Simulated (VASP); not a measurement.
Input of a VASP 6.6.1 run:

POSCAR

```
CsI
1.0
    4.5667000000      0.0000000000      0.0000000000
    0.0000000000      4.5667000000      0.0000000000
    0.0000000000      0.0000000000      4.4981995000
Cs I
1 1
Direct
    0.0000000000      0.0000000000      0.0000000000
    0.5000000000      0.5000000000      0.5000000000
```

The input INCAR.step1:

```
SYSTEM = CsI
PREC = Accurate
ENCUT = 550
ISMEAR = 0
SIGMA = 0.05
LREAL = .FALSE.
LASPH = .TRUE.
NELM = 120
NBANDS = 15
GGA = PE
ALGO = Normal
EDIFF = 1E-5
LWAVE = .TRUE.
LCHARG = .FALSE.
GGA_COMPAT = .FALSE.
```

The input INCAR.step2:

```
SYSTEM = CsI
PREC = Accurate
ENCUT = 550
EDIFF = 1E-6
ISMEAR = 0
SIGMA = 0.05
LREAL = .FALSE.
LASPH = .TRUE.
NELM = 120
ALGO = Normal
ISIF = 2
LWAVE = .FALSE.
LCHARG = .FALSE.
METAGGA = R2SCAN
LMIXTAU = .TRUE.
NBANDS = 15
ISTART = 1
GGA_COMPAT = .FALSE.
```

File KPOINTS:

```
Automatic mesh
0
G
  6 6 6
  0 0 0
```

Potentials or basis: VASP PAW PBE potentials, release 64 (Cs_sv, I).

Run with:

```console
$ cat potpaw_PBE.64/Cs_sv/POTCAR potpaw_PBE.64/I/POTCAR > POTCAR
$ cp INCAR.step1 INCAR
$ mpirun -np 1 vasp_std > vasp.out
$ cp INCAR.step2 INCAR
$ mpirun -np 1 vasp_std > vasp.out
```

(1) Estimate the band gap on the k mesh.

(2) Predict the pressure.

Answers

(1) 4.52 eV (least direct gap 4.60 eV).

(2) 0.6 GPa.

Caveat: the cell differs from its parent crystal (strain -0.0150 x Voigt [0, 0, 1, 0, 0, 0]); the PAW data sets were made with another functional, which shifts forces and pressure a little; spin-orbit coupling is left out, which moves the levels of the heavy elements.
